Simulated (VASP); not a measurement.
**HfO2: single point with r2SCAN**

The system is HfO2.

```
Hf O
1.0
     0.00000    2.65562    2.59239
     2.65562    0.00000    2.59239
     2.65562    2.65562    0.00000
Hf O
1 2
Direct
  0.00000 0.00000 0.00000
  0.25000 0.25000 0.25000
  0.75000 0.75000 0.75000
```

This cell differs from its parent crystal: strain +0.050 along x and y, +0.025 along z.

| Item | Value |
| --- | --- |
| Program | VASP 6.6.1 |
| Task | single point |
| Functional | r2SCAN |
| Potentials or basis | VASP PAW PBE potentials, release 64 (Hf_pv, O) |
| Cutoff | 520 eV |
| k mesh | 8 × 8 × 8 |
| Occupations | gaussian, width 0.05 eV |
| Spin | no spin polarisation |

```yaml
Pressure: -28.4 GPa
Band_gap_on_the_k_mesh: 3.77 eV
```

Stress tensor (GPa, compression positive):
```
-31.84   0.00   0.00
  0.00 -31.84   0.00
  0.00   0.00 -21.63
```

Levels at points of the mesh, in eV from the valence-band top:
```tsv
k point	band 9	band 10	band 11	band 12	band 13	band 14
(0.00, 0.00, 0.00)	-0.84	-0.84	-0.54	3.80	3.96	5.40
(0.50, 0.00, 0.00)	-2.71	-1.93	-1.89	4.41	4.51	6.24
(0.50, 0.50, 0.00)	-1.59	-1.59	0.00	3.77	5.20	6.16
(0.50, 0.00, 0.50)	-1.69	-1.30	-0.24	3.77	5.20	5.86
```

Wall time 92 s on 1 thread of Intel(R) Xeon(R) Platinum 8488C (Sapphire Rapids), on a shared host, peak memory 0.19 GiB.

Caveat: the cell differs from its parent crystal (strain +0.050 along x and y, +0.025 along z); the stress differs along the axes, from -32 to -22 GPa; the PAW data sets were made with another functional, which shifts forces and pressure a little; spin-orbit coupling is left out, which moves the levels of the heavy elements. A k mesh can miss the band edges.
